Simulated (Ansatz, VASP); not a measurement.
# Two plane-wave programs on Pd

```
CELL_PARAMETERS angstrom
2.63332 0.00000 0.00000
0.00000 2.63332 0.00000
0.00000 0.00000 2.63332
ATOMIC_POSITIONS crystal
Pd 0.00000 0.00000 0.00000
```

Alike in both runs: task single point; functional PBEsol; k mesh 14 × 14 × 14; occupations fermi-dirac, width 0.1 eV; no spin polarisation.

|  | VASP | Ansatz |
| --- | --- | --- |
| version | VASP 6.6.1 | Ansatz 0.2.0 |
| potentials or method | VASP PAW PBE potentials, release 64 (Pd), cutoff 520 eV | plane waves (420 eV) with PAW, scalar-relativistic |
| valence electrons in the cell | 10 | 18 |

|  | VASP | Ansatz | Ansatz less VASP |
| --- | --- | --- | --- |
| pressure (GPa) | -9.4 | -9.1 | +0.25 |

VASP's potentials were made for PBE, not for PBEsol, and Ansatz warns of the same on its side. The functional is the same, so the differences come from potentials, cutoffs and numerics. VASP's potentials hold 10 valence electrons a cell and Ansatz's 18, so a difference there can come from the potentials and not from the codes.
